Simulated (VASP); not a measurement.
# Cu (I4/mmm) in VASP: further runs

Runs on Cu. Level: PBE. Tasks: single point.

Everything below comes from runs of VASP 6.6.1. Logs are shortened: lines on timing, memory, paths and dates and some standing lists are left out, and cuts for length are marked.

## (1) The cell of the first run

Symmetry: I4/mmm, No. 139, tetragonal system. The conventional cell has a = 2.669 Å, b = 2.669 Å, c = 3.543 Å, α = 90.00°, β = 90.00°, γ = 90.00°. Within 3.4 Å of Cu (site symmetry 4/mmm) lie 12 Cu at 2.59 to 2.67 Å.

## (2) Single point, PBE (biaxial strain in the a-b plane: +4.0 %)

Input file INCAR:

```
SYSTEM = Cu
ALGO = Fast ; EDIFF = 1E-6
ENCUT = 520 ; GGA = PE
ISIF = 2 ; ISMEAR = 0
LASPH = .TRUE. ; LCHARG = .FALSE.
LREAL = .FALSE. ; LWAVE = .FALSE.
NBANDS = 18 ; NELM = 100
PREC = Accurate ; SIGMA = 0.1
```

Input file KPOINTS:

```
k-points
0
G
  20 20 14
  0 0 0
```

Input file POSCAR:

```
Cu
1.0
    1.8874974613      1.8874974613      0.0000000000
   -1.8874974613      1.8874974613      0.0000000000
    0.0000000000      0.0000000000      3.5426875427
Cu
2
Direct
    0.0000000000      0.0000000000      0.0000000000
    0.5000000000      0.5000000000      0.5000000000
```

Potentials or basis: VASP PAW PBE potentials, release 64 (Cu).

On the command line:

```console
cat potpaw_PBE.64/Cu/POTCAR > POTCAR
mpirun -np 1 vasp_std > vasp.out
```

OUTCAR:

```text
SYSTEM = Cu
   EDIFF = 1E-6
   ENCUT = 520
   GGA = PE
   ISIF = 2
   ISMEAR = 0
   LASPH = .TRUE.
   LREAL = .FALSE.
   NELM = 100
   PREC = Accurate

 ion  position               nearest neighbor table
   1  0.000  0.000  0.000-   2 2.59   2 2.59   2 2.59   2 2.59   2 2.59   2 2.59   2 2.59   2 2.59

   2  0.500  0.500  0.500-   1 2.59   1 2.59   1 2.59   1 2.59   1 2.59   1 2.59   1 2.59   1 2.59

  LATTYP: Found a simple tetragonal cell.
 ALAT       =     2.6693245087
 C/A-ratio  =     1.3271850354

  Lattice vectors:

 A1 = (   1.8874974613,   1.8874974613,   0.0000000000)
 A2 = (  -1.8874974613,   1.8874974613,   0.0000000000)
 A3 = (   0.0000000000,   0.0000000000,   3.5426875427)

Analysis of symmetry for initial positions (statically):
=====================================================================
 Subroutine PRICEL returns following result:

  LATTYP: Found a body centered tetragonal cell.
 ALAT       =     2.6693245087
 C/A-ratio  =     1.3271850354

  Lattice vectors:

 A1 = (   0.0000000000,  -1.8874974613,  -1.7713437714)
 A2 = (   0.0000000000,   1.8874974613,  -1.7713437713)
 A3 = (   1.8874974613,   0.0000000000,   1.7713437713)

   2 primitive cells build up your supercell.

 Routine SETGRP: Setting up the symmetry group for a
 simple tetragonal supercell.

 Subroutine GETGRP returns: Found 16 space group operations
 (whereof 16 operations were pure point group operations)
 out of a pool of 16 trial point group operations.

The static configuration has the point symmetry D_4h.

Analysis of symmetry for dynamics (positions and initial velocities):
=====================================================================
 Subroutine PRICEL returns following result:

  LATTYP: Found a body centered tetragonal cell.
 ALAT       =     2.6693245087
 C/A-ratio  =     1.3271850354

  Lattice vectors:

 A1 = (   0.0000000000,  -1.8874974613,  -1.7713437714)
 A2 = (   0.0000000000,   1.8874974613,  -1.7713437713)
 A3 = (   1.8874974613,   0.0000000000,   1.7713437713)

   2 primitive cells build up your supercell.

 Routine SETGRP: Setting up the symmetry group for a
 simple tetragonal supercell.

 Subroutine GETGRP returns: Found 16 space group operations
 (whereof 16 operations were pure point group operations)
 out of a pool of 16 trial point group operations.

The dynamic configuration has the point symmetry D_4h.

 Subroutine INISYM returns: Found 16 space group operations
 (whereof 16 operations are pure point group operations),
 and found     2 'primitive' translations

----------------------------------------------------------------------------------------

                                     Primitive cell

  volume of cell :      12.6213

  direct lattice vectors                    reciprocal lattice vectors
     0.000000000 -1.887497461 -1.771343771     0.264901019 -0.264901019 -0.282271577
     0.000000000  1.887497461 -1.771343771     0.264901019  0.264901019 -0.282271577
     1.887497461  0.000000000  1.771343771     0.529802037  0.000000000  0.000000000

  length of vectors
     2.588494818  2.588494818  2.588494818     0.469065393  0.469065393  0.529802037

  position of ions in fractional coordinates (direct lattice)
     0.000000000  0.000000000  0.000000000

  ion indices of the primitive-cell ions
   primitive index   ion index
                 1           1

----------------------------------------------------------------------------------------

 KPOINTS: k-points

Automatic generation of k-mesh.
 Grid dimensions read from file:
 generate k-points for:   20   20   14

 Generating k-lattice:

  Cartesian coordinates                     Fractional coordinates (reciprocal lattice)
     0.013245051  0.013245051  0.000000000     0.050000000  0.000000000  0.000000000
    -0.013245051  0.013245051  0.000000000     0.000000000  0.050000000  0.000000000
     0.000000000  0.000000000  0.020162256     0.000000000  0.000000000  0.071428571

  Length of vectors
     0.018731331  0.018731331  0.020162256

  Shift w.r.t. Gamma in fractional coordinates (k-lattice)
     0.000000000  0.000000000  0.000000000

 Subroutine IBZKPT returns following result:
 ===========================================

 Found    528 irreducible k-points:

 Following reciprocal coordinates:
            Coordinates               Weight
  0.000000  0.000000  0.000000      1.000000
  0.050000  0.000000  0.000000      4.000000
  0.100000  0.000000  0.000000      4.000000
  0.150000  0.000000  0.000000      4.000000
  0.200000  0.000000  0.000000      4.000000
  0.250000  0.000000  0.000000      4.000000
[... 16 lines left out ...]
  0.150000  0.100000  0.000000      8.000000
  0.200000  0.100000  0.000000      8.000000
 [... further k-points ...]
   k-points           NKPTS =    528   k-points in BZ     NKDIM =    528   number of bands    NBANDS=     18
   number of dos      NEDOS =    301   number of ions     NIONS =      2
   total plane-waves  NPLWV =  11200
   dimension x,y,z NGX =    20 NGY =   20 NGZ =   28
   dimension x,y,z NGXF=    40 NGYF=   40 NGZF=   56
   ions per type =               2
   NGX,Y,Z   is equivalent  to a cutoff of  12.46, 12.46, 13.14 a.u.
   NGXF,Y,Z  is equivalent  to a cutoff of  24.91, 24.91, 26.28 a.u.
 SYSTEM =  Cu
   PREC   = accura    normal or accurate (medium, high low for compatibility)
   ISTART =      0    job   : 0-new  1-cont  2-samecut
   ICHARG =      2    charge: 1-file 2-atom 10-const
   ISPIN  =      1    spin polarized calculation?
   LNONCOLLINEAR =      F non collinear calculations
   LSORBIT =      F    spin-orbit coupling
   LASPH  =      T    aspherical Exc in radial PAW
   ENCUT  =  520.0 eV  38.22 Ry    6.18 a.u.   4.96  4.96  6.59*2*pi/ulx,y,z
   NELM   =    100;   NELMIN=  2; NELMDL= -5     # of ELM steps
   EDIFF  = 0.1E-05   stopping-criterion for ELM
   LREAL  =      F    real-space projection
   EDIFFG = 0.1E-04   stopping-criterion for IOM
   NSW    =      0    number of steps for IOM
   IBRION =     -1    ionic relax: 0-MD 1-quasi-New 2-CG
   NFREE  =      0    steps in history (QN), initial steepest desc. (CG)
   ISIF   =      2    stress and relaxation
   ISYM   =      2    0-nonsym 1-usesym 2-fastsym
   POTIM  = 0.5000    time-step for ionic-motion
   TEBEG  =    0.0;   TEEND  =   0.0 temperature during run
   PSTRESS=    0.0 pullay stress
   NELECT =      22.0000    total number of electrons
   NUPDOWN=      -1.0000    fix difference up-down
   EMIN   =  10.00;   EMAX   =-10.00  energy-range for DOS
   EFERMI =   0.00;   METHOD = LEGACY
   ISMEAR =     0;   SIGMA  =   0.10  broadening in eV -4-tet -1-fermi 0-gaus
   EFERMI_NEDOS =   21; number of points for ismear=-14 and -15
   IALGO  =     68    algorithm
   IMIX   =      4    mixing-type and parameters
     AMIX     =   0.40;   BMIX     =  1.00
     AMIX_MAG =   1.60;   BMIX_MAG =  1.00
  volume/ion in A,a.u.               =      12.62        85.17
  Fermi-wavevector in a.u.,A,eV,Ry     =   1.563762  2.955081 33.271008  2.445350
  Thomas-Fermi vector in A             =   2.666485
   LORBIT       =      0    0 simple, 1 ext, 2 COOP (PROOUT), +10 PAW based schemes
   GGA     = PE    functional components
   LHFCALC =     F    Hartree Fock is set to
   AEXX    =    0.0000 exact exchange contribution
   IVDW    =     0    specifies the selected vdW correction
   LEPSILON=     F    determine dielectric tensor
   LRPA    =     F    only Hartree local field effects (RPA)
 non-spin polarized calculation
 RMM-DIIS sequential band-by-band and
 Gauss-broadening in eV      SIGMA  =   0.10
  energy-cutoff  :      520.00
  volume of cell :       25.24
 maximum number of plane-waves:       692
 NGX is ok and might be reduce to    20
   NGX =  9   NGY =  9   NGZ = 13

 number of electron      22.0000013 magnetization

 Free energy of the ion-electron system (eV)
  ---------------------------------------------------
  ext. energy  EPLUGINS =         0.00000000
  ---------------------------------------------------
  free energy    TOTEN  =        -7.42517064 eV

  energy without entropy =       -7.42190756  energy(sigma->0) =       -7.42353910

 E-fermi :   6.8066     XC(G=0): -12.3451

 val. band max:        6.8009841776   @ k =   0.5000   0.2500   0.0714
 cond. band min:       6.8347092106   @ k =   0.4500   0.0000   0.3571
 fundamental gap:      0.0337250331
 Fermi energy:         6.8066355523

 k-point     1 :       0.0000    0.0000    0.0000
  band No.  band energies     occupation
      1      -2.0662      2.00000
      2       2.3351      2.00000
      3       2.6789      2.00000
      4       3.8777      2.00000
      5       3.8777      2.00000
      6       4.1394      2.00000
[... 10 lines left out ...]
     17      25.0532      0.00000
     18      28.9257      0.00000

 k-point     2 :       0.0500    0.0000    0.0000
  band No.  band energies     occupation
      1      -2.0106      2.00000
      2       2.3586      2.00000
      3       2.6935      2.00000
      4       3.8680      2.00000
      5       3.8876      2.00000
      6       4.1499      2.00000
[... 10 lines left out ...]
     17      25.4617      0.00000
     18      28.6600      0.00000

 k-point     3 :       0.1000    0.0000    0.0000
  band No.  band energies     occupation
      1      -1.8446      2.00000
      2       2.4273      2.00000
      3       2.7360      2.00000
      4       3.8400      2.00000
      5       3.9170      2.00000
      6       4.1784      2.00000
[... 10 lines left out ...]
     17      26.7541      0.00000
     18      27.6725      0.00000

 k-point     4 :       0.1500    0.0000    0.0000
  band No.  band energies     occupation
      1      -1.5707      2.00000
      2       2.5352      2.00000
      3       2.8022      2.00000
      4       3.7972      2.00000
      5       3.9650      2.00000
      6       4.2154      2.00000
[... 375 lines left out ...]
      4       3.7626      2.00000
      5       3.9964      2.00000
      6       4.2238      2.00000
[... 10 lines left out ...]
     17      27.4879      0.00000
     18      27.7231      0.00000

 k-point    23 :       0.1500    0.1000    0.0000
  band No.  band energies     occupation
      1      -1.3538      2.00000
      2       2.6100      2.00000
      3       2.8694      2.00000
      4       3.7039      2.00000
      5       4.0606      2.00000
      6       4.2674      2.00000
[... 10 lines left out ...]
     17      26.4736      0.00000
     18      26.9486      0.00000

 k-point    24 :       0.2000    0.1000    0.0000
  band No.  band energies     occupation
      1      -0.9811      2.00000
      2       2.7341      2.00000
      3       2.9577      2.00000
      4       3.6410      2.00000
      5       4.1366      2.00000
      6       4.2812      2.00000
[... 10 lines left out ...]
     17      25.4770      0.00000
     18      26.6204      0.00000

 [... further k-points ...]

------------------------ aborting loop because EDIFF is reached ----------------------------------------

  FORCE on cell =-STRESS in cart. coord.  units (eV):
  Direction    XX          YY          ZZ          XY          YZ          ZX
  --------------------------------------------------------------------------------------
  -------------------------------------------------------------------------------------
  Total       -1.0887644     -1.0887644     -0.7201015      0.0000000      0.0000000     -0.0000000
  in kB      -69.1049062    -69.1049062    -45.7055242      0.0000000      0.0000000     -0.0000000
  external PRESSURE =     -61.3051122 kB  Pullay stress =       0.0000000 kB

 VOLUME and BASIS-vectors are now :
 -----------------------------------------------------------------------------
  energy-cutoff  :      520.00
  volume of cell :       25.24
      direct lattice vectors                 reciprocal lattice vectors
     1.887497461  1.887497461  0.000000000     0.264901019  0.264901019  0.000000000
    -1.887497461  1.887497461  0.000000000    -0.264901019  0.264901019  0.000000000
     0.000000000  0.000000000  3.542687543     0.000000000  0.000000000  0.282271577

 POSITION                                       TOTAL-FORCE (eV/Angst)
 -----------------------------------------------------------------------------------
      0.00000      0.00000      0.00000         0.000000     -0.000000      0.000000
      0.00000      1.88750      1.77134        -0.000000      0.000000     -0.000000
 -----------------------------------------------------------------------------------
    total drift:                               -0.000000      0.000000      0.000000

  FREE ENERGIE OF THE ION-ELECTRON SYSTEM (eV)
  ---------------------------------------------------
  free  energy   TOTEN  =        -7.4251706445 eV

  energy  without entropy=       -7.4219075564  energy(sigma->0) =       -7.42353910
```

Run time: 3.6 min. Hardware: 1 thread of Intel Xeon 8259CL, shared host; peak memory 0.29 GiB.

Results:

* Free energy: -7.4252 eV
* Pressure: -6.1 GPa
* Band gap on the k mesh: zero (bands 11 and 12 overlap by 7.86 eV)

Stress tensor (GPa, compression positive):
```
-6.91  0.00  0.00
 0.00 -6.91  0.00
 0.00  0.00 -4.57
```

Caveat: the cell differs from its parent crystal (biaxial strain in the a-b plane: +4.0 %); the cell stands under tension.

## (3) Single point, PBE (biaxial strain in the a-b plane: +6.0 %)

Input file INCAR:

```
PREC = Accurate ; ENCUT = 520
EDIFF = 1E-6 ; ISMEAR = 0
SIGMA = 0.1 ; LREAL = F
LASPH = T ; NELM = 100
ALGO = Fast ; ISIF = 2
LWAVE = F ; LCHARG = F
GGA = PE ; NBANDS = 18
```

Input file KPOINTS:

```
Automatic mesh
0
Gamma
  20 20 14
```

Input file POSCAR:

```
Cu
1.0
    1.9237954894      1.9237954894      0.0000000000
   -1.9237954894      1.9237954894      0.0000000000
    0.0000000000      0.0000000000      3.4991299090
Cu
2
Direct
    0.0000000000      0.0000000000      0.0000000000
    0.5000000000      0.5000000000      0.5000000000
```

Potentials or basis: VASP PAW PBE potentials, release 64 (Cu).

On the command line:

```console
cat potpaw_PBE.64/Cu/POTCAR > POTCAR
mpirun -np 1 vasp_std > vasp.out
```

Wall time 3.5 min (1 thread of Intel Xeon 8259CL, shared host); peak memory 0.3 GiB.

It converged, with:

* Free energy: -7.3866 eV
* Pressure: -8.2 GPa
* Band gap on the k mesh: zero (bands 11 and 12 overlap by 7.77 eV)

Stress tensor (GPa, compression positive):
```
-9.10  0.00  0.00
 0.00 -9.10  0.00
 0.00  0.00 -6.34
```

Levels at points of the mesh, in eV from the Fermi level:
```csv
k point,band 9,band 10,band 11,band 12,band 13,band 14
"(0.00, 0.00, 0.00)",-1.59,-1.44,-1.44,2.91,8.13,11.00
"(0.50, 0.00, 0.00)",-2.14,-2.14,-0.64,-0.64,10.04,10.04
"(0.50, 0.50, 0.00)",-1.36,-1.36,0.95,0.95,5.69,5.69
"(0.00, 0.00, 0.50)",-2.21,-2.21,-1.94,-1.94,15.24,15.24
"(0.50, 0.00, 0.50)",-1.50,-1.50,-0.73,-0.73,3.33,3.33
"(0.50, 0.50, 0.50)",-1.59,-1.59,5.83,5.83,5.83,5.83
```

Caveat: the cell differs from its parent crystal (biaxial strain in the a-b plane: +6.0 %); the cell stands under tension.
